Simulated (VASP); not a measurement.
Wanted: the native input for a VASP 6.6.1 run.

```
Task                   : single point
Functional             : LDA
Potentials or basis    : VASP PAW LDA potentials, release 64 (Hg, Pt)
Cutoff                 : 520 eV
k mesh                 : 14 × 14 × 12
Occupations            : fermi-dirac, width 0.15 eV
Spin                   : no spin polarisation
Dipole correction      : no
Further INCAR settings : ALGO = Fast; EDIFF = 1e-07; NBANDS = 18
```

The structure of HgPt lies in POSCAR:

```
HgPt
1.0
    2.9467397444      0.0000000000      0.0000000000
    0.0000000000      2.9467397444      0.0000000000
    0.0000000000      0.0000000000      3.8568122340
Hg Pt
1 1
Direct
    0.0000000000      0.0000000000      0.0000000000
    0.5000000000      0.5000000000      0.5000000000
```

The input as run:

INCAR

```
PREC     = Accurate       # precision mode
ENCUT    = 520            # plane-wave cutoff, eV
EDIFF    = 1E-7           # SCF threshold, eV
ISMEAR   = -1             # smearing method
SIGMA    = 0.15           # smearing width, eV
LREAL    = F              # projectors in reciprocal space
LASPH    = T              # aspherical terms in the spheres
NELM     = 80             # most SCF steps
ALGO     = Fast           # electronic algorithm
ISIF     = 2              # what is computed and relaxed
LWAVE    = F              # write WAVECAR
LCHARG   = T              # write CHGCAR
GGA      = CA             # functional
LELF     = T              # ELF
LVHAR    = T            
NBANDS   = 18             # bands
```

KPOINTS

```
regular mesh
0
Gamma
  14 14 12
```

Potentials or basis: VASP PAW LDA potentials, release 64 (Hg, Pt).

Command:

```console
$ cat potpaw_LDA.64/Hg/POTCAR potpaw_LDA.64/Pt/POTCAR > POTCAR
$ mpirun -np 1 vasp_std > vasp.out
```

Results of the run:

| Property | Result |
| --- | --- |
| Pressure | 2.1 GPa |
| Band gap on the k mesh | zero (band 11 reaches 9.99 eV, above the bottom of band 12 at 6.07 eV) |

Caveat: spin-orbit coupling is left out, which moves the levels of the heavy elements.

Run time: 56 s on 1 thread of Intel(R) Xeon(R) Platinum 8488C (Sapphire Rapids), with other jobs on the host, peak memory 0.26 GiB.
